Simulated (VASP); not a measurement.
# B2As3 (P-3m1) in VASP: notebook

Runs on B2As3. Level: r2SCAN. Tasks: single point.

Everything below comes from runs of VASP 6.6.1. Logs are shortened: lines on timing, memory, paths and dates and some standing lists are left out, and cuts for length are marked.

## 1. The cell of the first run

Symmetry: P-3m1, No. 164, trigonal system. The conventional cell has a = 3.316 Å, b = 3.316 Å, c = 7.925 Å, α = 90.00°, β = 90.00°, γ = 120.00°. B (site symmetry 3m) has 6 As at 2.09 to 2.51 Å within 2.8 Å. Within 3.4 Å of As (site symmetry -3m) lie 6 B at 2.51 Å and 12 As at 3.13 to 3.32 Å. Within 2.8 Å of As (site symmetry 3m) lie 3 B at 2.09 Å.

## 2. Single point, r2SCAN

File POSCAR:

```
B2As3
1.0
    3.3155177229      0.0000000000      0.0000000000
   -1.6577588615      2.8713225747      0.0000000000
    0.0000000000      0.0000000000      7.9252584829
B As
2 3
Direct
    0.3333333333      0.6666666667      0.2052397620
    0.6666666667      0.3333333333      0.7947602380
    0.0000000000      0.0000000000      0.0000000000
    0.3333333333      0.6666666667      0.6876756911
    0.6666666667      0.3333333333      0.3123243089
```

File INCAR.step1:

```
ALGO = Normal
EDIFF = 1E-4
ENCUT = 520
GGA = PE
ISMEAR = 0
LASPH = T
LCHARG = F
LREAL = F
LWAVE = T
NBANDS = 18
NELM = 60
PREC = Accurate
SIGMA = 0.1
```

File INCAR.step2:

```
ALGO = Normal
EDIFF = 1E-6
ENCUT = 520
ISIF = 2
ISMEAR = 0
ISTART = 1
LASPH = T
LCHARG = F
LMIXTAU = T
LREAL = F
LWAVE = F
METAGGA = R2SCAN
NBANDS = 18
NELM = 60
PREC = Accurate
SIGMA = 0.1
```

File KPOINTS:

```
k-points
0
Gamma
  6 6 4
```

Potentials or basis: VASP PAW PBE potentials, release 64 (B, As).

Started as:

```sh
cat potpaw_PBE.64/B/POTCAR potpaw_PBE.64/As/POTCAR > POTCAR
cp INCAR.step1 INCAR
mpirun -np 1 vasp_std > vasp.out
cp INCAR.step2 INCAR
mpirun -np 1 vasp_std > vasp.out
```

OUTCAR:

```text
EDIFF = 1E-6
   ENCUT = 520
   ISIF = 2
   ISMEAR = 0
   ISTART = 1
   LASPH = T
   LREAL = F
   METAGGA = R2SCAN
   NELM = 60
   PREC = Accurate

 ion  position               nearest neighbor table
   1  0.333  0.667  0.205-   5 2.09   5 2.09   5 2.09   3 2.51   3 2.51   3 2.51
   2  0.667  0.333  0.795-   4 2.09   4 2.09   4 2.09   3 2.51   3 2.51   3 2.51
   3  0.000  0.000  0.000-   1 2.51   2 2.51   1 2.51   2 2.51   2 2.51   1 2.51
   4  0.333  0.667  0.688-   2 2.09   2 2.09   2 2.09
   5  0.667  0.333  0.312-   1 2.09   1 2.09   1 2.09

  LATTYP: Found a hexagonal cell.
 ALAT       =     3.3155177229
 C/A-ratio  =     2.3903532254

  Lattice vectors:

 A1 = (   3.3155177229,   0.0000000000,   0.0000000000)
 A2 = (  -1.6577588615,   2.8713225747,   0.0000000000)
 A3 = (   0.0000000000,   0.0000000000,   7.9252584829)

Analysis of symmetry for initial positions (statically):
=====================================================================
 Subroutine PRICEL returns:
 Original cell was already a primitive cell.

 Routine SETGRP: Setting up the symmetry group for a
 hexagonal supercell.

 Subroutine GETGRP returns: Found 12 space group operations
 (whereof 12 operations were pure point group operations)
 out of a pool of 24 trial point group operations.

The static configuration has the point symmetry D_3d.

Analysis of symmetry for dynamics (positions and initial velocities):
=====================================================================
 Subroutine PRICEL returns:
 Original cell was already a primitive cell.

 Routine SETGRP: Setting up the symmetry group for a
 hexagonal supercell.

 Subroutine GETGRP returns: Found 12 space group operations
 (whereof 12 operations were pure point group operations)
 out of a pool of 24 trial point group operations.

The dynamic configuration has the point symmetry D_3d.

 Subroutine INISYM returns: Found 12 space group operations
 (whereof 12 operations are pure point group operations),
 and found     1 'primitive' translations

----------------------------------------------------------------------------------------

                                     Primitive cell

  volume of cell :      75.4478

  direct lattice vectors                    reciprocal lattice vectors
     3.315517723  0.000000000  0.000000000     0.301612021  0.174135781  0.000000000
    -1.657758862  2.871322575  0.000000000     0.000000000  0.348271563  0.000000000
     0.000000000  0.000000000  7.925258483     0.000000000  0.000000000  0.126178850

  length of vectors
     3.315517723  3.315517723  7.925258483     0.348271563  0.348271563  0.126178850

  position of ions in fractional coordinates (direct lattice)
     0.333333333  0.666666667  0.205239762
     0.666666667  0.333333333  0.794760238
     0.000000000  0.000000000  0.000000000
     0.333333333  0.666666667  0.687675691
     0.666666667  0.333333333  0.312324309

  ion indices of the primitive-cell ions
   primitive index   ion index
                 1           1
                 2           2
                 3           3
                 4           4
                 5           5

----------------------------------------------------------------------------------------

 KPOINTS: k-points

Automatic generation of k-mesh.
 Grid dimensions read from file:
 generate k-points for:    6    6    4

 Generating k-lattice:

  Cartesian coordinates                     Fractional coordinates (reciprocal lattice)
     0.050268670  0.029022630  0.000000000     0.166666667 -0.000000000  0.000000000
     0.000000000  0.058045260  0.000000000     0.000000000  0.166666667  0.000000000
     0.000000000  0.000000000  0.031544712     0.000000000  0.000000000  0.250000000

  Length of vectors
     0.058045260  0.058045260  0.031544712

  Shift w.r.t. Gamma in fractional coordinates (k-lattice)
     0.000000000  0.000000000  0.000000000

 Subroutine IBZKPT returns following result:
 ===========================================

 Found     24 irreducible k-points:

 Following reciprocal coordinates:
            Coordinates               Weight
  0.000000  0.000000  0.000000      1.000000
  0.166667  0.000000  0.000000      6.000000
  0.333333  0.000000  0.000000      6.000000
  0.500000  0.000000  0.000000      3.000000
  0.166667  0.166667  0.000000      6.000000
  0.333333  0.166667  0.000000     12.000000
[... 16 lines left out ...]
  0.333333  0.166667  0.500000     12.000000
  0.333333  0.333333  0.500000      2.000000
   k-points           NKPTS =     24   k-points in BZ     NKDIM =     24   number of bands    NBANDS=     18
   number of dos      NEDOS =    301   number of ions     NIONS =      5
   total plane-waves  NPLWV =  47040
   dimension x,y,z NGX =    28 NGY =   28 NGZ =   60
   dimension x,y,z NGXF=    56 NGYF=   56 NGZF=  120
   ions per type =               2   3
   NGX,Y,Z   is equivalent  to a cutoff of  14.04, 14.04, 12.59 a.u.
   NGXF,Y,Z  is equivalent  to a cutoff of  28.08, 28.08, 25.17 a.u.
 SYSTEM =  unknown system
   PREC   = accura    normal or accurate (medium, high low for compatibility)
   ISTART =      1    job   : 0-new  1-cont  2-samecut
   ICHARG =      0    charge: 1-file 2-atom 10-const
   ISPIN  =      1    spin polarized calculation?
   LNONCOLLINEAR =      F non collinear calculations
   LSORBIT =      F    spin-orbit coupling
   LASPH  =      T    aspherical Exc in radial PAW
   ENCUT  =  520.0 eV  38.22 Ry    6.18 a.u.   6.16  6.16 14.74*2*pi/ulx,y,z
   NELM   =     60;   NELMIN=  2; NELMDL=  0     # of ELM steps
   EDIFF  = 0.1E-05   stopping-criterion for ELM
   LREAL  =      F    real-space projection
   EDIFFG = 0.1E-04   stopping-criterion for IOM
   NSW    =      0    number of steps for IOM
   IBRION =     -1    ionic relax: 0-MD 1-quasi-New 2-CG
   NFREE  =      0    steps in history (QN), initial steepest desc. (CG)
   ISIF   =      2    stress and relaxation
   ISYM   =      2    0-nonsym 1-usesym 2-fastsym
   POTIM  = 0.5000    time-step for ionic-motion
   TEBEG  =    0.0;   TEEND  =   0.0 temperature during run
   PSTRESS=    0.0 pullay stress
   NELECT =      21.0000    total number of electrons
   NUPDOWN=      -1.0000    fix difference up-down
   EMIN   =  10.00;   EMAX   =-10.00  energy-range for DOS
   EFERMI =   0.00;   METHOD = LEGACY
   ISMEAR =     0;   SIGMA  =   0.10  broadening in eV -4-tet -1-fermi 0-gaus
   EFERMI_NEDOS =   21; number of points for ismear=-14 and -15
   IALGO  =     38    algorithm
   IMIX   =      4    mixing-type and parameters
     AMIX     =   0.40;   BMIX     =  1.00
     AMIX_MAG =   1.60;   BMIX_MAG =  1.00
  volume/ion in A,a.u.               =      15.09       101.83
  Fermi-wavevector in a.u.,A,eV,Ry     =   1.068888  2.019906 15.544959  1.142522
  Thomas-Fermi vector in A             =   2.204551
   LORBIT       =      0    0 simple, 1 ext, 2 COOP (PROOUT), +10 PAW based schemes
   METAGGA = R2SCAN    functional components
   LHFCALC =     F    Hartree Fock is set to
   AEXX    =    0.0000 exact exchange contribution
   IVDW    =     0    specifies the selected vdW correction
   LEPSILON=     F    determine dielectric tensor
   LRPA    =     F    only Hartree local field effects (RPA)
 non-spin polarized calculation
 Gauss-broadening in eV      SIGMA  =   0.10
  energy-cutoff  :      520.00
  volume of cell :       75.45
 maximum number of plane-waves:      2058
 NGX is ok and might be reduce to    28
   NGX = 13   NGY = 13   NGZ = 29

 number of electron      20.9999999 magnetization

 Free energy of the ion-electron system (eV)
  ---------------------------------------------------
  ext. energy  EPLUGINS =         0.00000000
  ---------------------------------------------------
  free energy    TOTEN  =       -55.90243223 eV

  energy without entropy =      -55.89910913  energy(sigma->0) =      -55.90077068

 E-fermi :   5.6069     XC(G=0): -11.0992

 val. band max:        5.5742867118   @ k =   0.3333   0.3333   0.5000
 cond. band min:       5.6194222417   @ k =   0.1667   0.0000   0.5000
 fundamental gap:      0.0451355299
 Fermi energy:         5.6069436128

 k-point     1 :       0.0000    0.0000    0.0000
  band No.  band energies     occupation
      1     -10.3760      2.00000
      2      -8.9234      2.00000
      3      -6.6239      2.00000
      4      -0.2262      2.00000
      5       1.6676      2.00000
      6       5.0904      2.00000
[... 10 lines left out ...]
     17      10.7038      0.00000
     18      11.9610      0.00000

 k-point     2 :       0.1667    0.0000    0.0000
  band No.  band energies     occupation
      1      -9.9051      2.00000
      2      -8.4715      2.00000
      3      -6.2186      2.00000
      4       0.0889      2.00000
      5       1.6689      2.00000
      6       2.4853      2.00000
[... 10 lines left out ...]
     17      12.4106      0.00000
     18      12.6839      0.00000

 k-point     3 :       0.3333    0.0000    0.0000
  band No.  band energies     occupation
      1      -8.5284      2.00000
      2      -7.1903      2.00000
      3      -5.3089      2.00000
      4      -1.7568      2.00000
      5      -0.7094      2.00000
      6       1.0701      2.00000
[... 10 lines left out ...]
     17      12.9007      0.00000
     18      13.1343      0.00000

 k-point     4 :       0.5000    0.0000    0.0000
  band No.  band energies     occupation
      1      -6.6718      2.00000
      2      -6.4513      2.00000
      3      -5.4506      2.00000
      4      -3.3586      2.00000
      5      -1.7606      2.00000
      6      -0.7353      2.00000
[... 375 lines left out ...]
      4      -0.6572      2.00000
      5       0.3237      2.00000
      6       0.5021      2.00000
[... 10 lines left out ...]
     17      12.1628      0.00000
     18      12.3865      0.00000

 k-point    23 :       0.3333    0.1667    0.5000
  band No.  band energies     occupation
      1      -7.1211      2.00000
      2      -6.4089      2.00000
      3      -4.9634      2.00000
      4      -2.7197      2.00000
      5      -1.6831      2.00000
      6      -0.0882      2.00000
[... 10 lines left out ...]
     17      13.4782      0.00000
     18      13.7620      0.00000

 k-point    24 :       0.3333    0.3333    0.5000
  band No.  band energies     occupation
      1      -5.5568      2.00000
      2      -5.5312      2.00000
      3      -5.5312      2.00000
      4      -2.9884      2.00000
      5      -2.9884      2.00000
      6      -1.1835      2.00000
[... 10 lines left out ...]
     17      13.5294      0.00000
     18      13.5294      0.00000

------------------------ aborting loop because EDIFF is reached ----------------------------------------

  FORCE on cell =-STRESS in cart. coord.  units (eV):
  Direction    XX          YY          ZZ          XY          YZ          ZX
  --------------------------------------------------------------------------------------
  -------------------------------------------------------------------------------------
  Total       -0.0808427     -0.0808427      0.1099525      0.0000000      0.0000000      0.0000000
  in kB       -1.7167413     -1.7167413      2.3349042      0.0000000      0.0000000      0.0000000
  external PRESSURE =      -0.3661928 kB  Pullay stress =       0.0000000 kB

 VOLUME and BASIS-vectors are now :
 -----------------------------------------------------------------------------
  energy-cutoff  :      520.00
  volume of cell :       75.45
      direct lattice vectors                 reciprocal lattice vectors
     3.315517723  0.000000000  0.000000000     0.301612021  0.174135781  0.000000000
    -1.657758862  2.871322575  0.000000000     0.000000000  0.348271563  0.000000000
     0.000000000  0.000000000  7.925258483     0.000000000  0.000000000  0.126178850

 POSITION                                       TOTAL-FORCE (eV/Angst)
 -----------------------------------------------------------------------------------
     -0.00000      1.91422      1.62658        -0.000000     -0.000000     -0.005003
      1.65776      0.95711      6.29868         0.000000      0.000000      0.005003
      0.00000      0.00000      0.00000         0.000000      0.000000      0.000000
     -0.00000      1.91422      5.45001         0.000000      0.000000      0.013947
      1.65776      0.95711      2.47525        -0.000000      0.000000     -0.013947
 -----------------------------------------------------------------------------------
    total drift:                                0.000000     -0.000000     -0.000000

  FREE ENERGIE OF THE ION-ELECTRON SYSTEM (eV)
  ---------------------------------------------------
  free  energy   TOTEN  =       -55.9024322322 eV

  energy  without entropy=      -55.8991091258  energy(sigma->0) =      -55.90077068
```

Wall time 4.9 min (1 thread of Intel Xeon 8259CL, shared host); peak memory 0.22 GiB.

What came out:

```
Free energy            : -55.9024 eV
Pressure               : 0.0 GPa
Largest force          : 0.014 eV/Å
Band gap on the k mesh : zero (an odd number of electrons rules out a gap without spin polarisation)
```

Forces in eV/Å, atoms in the order of the input:
```
B    0.000  0.000 -0.005
B    0.000  0.000  0.005
As   0.000  0.000  0.000
As   0.000  0.000  0.014
As   0.000  0.000 -0.014
```

Stress tensor (GPa, compression positive):
```
-0.17  0.00  0.00
 0.00 -0.17  0.00
 0.00  0.00  0.23
```

Caveat: the k points lie up to 0.36 Å⁻¹ apart, too coarse for converged energies and pressures of a metal; the PAW data sets were made with another functional, which shifts forces and pressure a little; an odd number of electrons without spin polarisation forces a metal; a magnetic or distorted state may lie lower.

## 3. Single point, r2SCAN

This run uses another cell than the first one, of 15.17 Å³/atom.

File POSCAR:

```
B2As3
1.0
    3.2973977918      0.0000000000      0.0000000000
   -1.6486988959      2.8556302540      0.0000000000
    0.0000000000      0.0000000000      8.0566640831
B As
2 3
Direct
    0.3333333333      0.6666666667      0.2016527175
    0.6666666667      0.3333333333      0.7983472825
    0.0000000000      0.0000000000      0.0000000000
    0.3333333333      0.6666666667      0.6905246458
    0.6666666667      0.3333333333      0.3094753542
```

File INCAR.step1:

```
SYSTEM = B2As3
PREC = Accurate
ENCUT = 520
ISMEAR = 0
SIGMA = 0.1
LREAL = .False.
LASPH = .True.
NELM = 60
NBANDS = 18
GGA = PE
ALGO = Normal
EDIFF = 1E-4
LWAVE = .True.
LCHARG = .False.
```

File INCAR.step2:

```
SYSTEM = B2As3
PREC = Accurate
ENCUT = 520
EDIFF = 1E-6
ISMEAR = 0
SIGMA = 0.1
LREAL = .False.
LASPH = .True.
NELM = 60
ALGO = Normal
ISIF = 2
LWAVE = .False.
LCHARG = .False.
METAGGA = R2SCAN
LMIXTAU = .True.
NBANDS = 18
ISTART = 1
```

File KPOINTS:

```
regular mesh
0
Gamma
  12 12 6
  0 0 0
```

Potentials or basis: VASP PAW PBE potentials, release 64 (B, As).

Started as:

```sh
cat potpaw_PBE.64/B/POTCAR potpaw_PBE.64/As/POTCAR > POTCAR
cp INCAR.step1 INCAR
mpirun -np 1 vasp_std > vasp.out
cp INCAR.step2 INCAR
mpirun -np 1 vasp_std > vasp.out
```

Run time: 16 min. Hardware: 1 thread of Intel Xeon 8259CL, shared host; peak memory 0.3 GiB.

Results (log left out):

| Item | Value |
| --- | --- |
| Free energy | -55.8799 eV |
| Pressure | 0.1 GPa |
| Largest force | 0.024 eV/Å |
| Band gap on the k mesh | zero (an odd number of electrons rules out a gap without spin polarisation) |

Forces on the atoms (eV/Å):
```
B    0.000  0.000 -0.012
B    0.000  0.000  0.012
As   0.000  0.000  0.000
As   0.000  0.000 -0.024
As   0.000  0.000  0.024
```

Levels at points of the mesh, in eV from the Fermi level:
| k point | band 8 | band 9 | band 10 | band 11 | band 12 | band 13 |
| --- | --- | --- | --- | --- | --- | --- |
| (0.00, 0.00, 0.00) | -0.46 | -0.46 | 1.35 | 1.35 | 2.26 | 4.09 |
| (0.50, 0.00, 0.00) | -2.78 | -2.31 | -2.15 | -0.36 | 0.16 | 1.16 |
| (0.00, 0.00, 0.50) | -0.49 | -0.47 | -0.47 | 1.32 | 1.32 | 4.37 |
| (0.50, 0.00, 0.50) | -3.42 | -2.97 | -2.93 | 0.32 | 1.36 | 1.38 |

Caveat: the PAW data sets were made with another functional, which shifts forces and pressure a little; an odd number of electrons without spin polarisation forces a metal; a magnetic or distorted state may lie lower.

The gap in the log of VASP goes by the Fermi energy; the results here count the filled bands.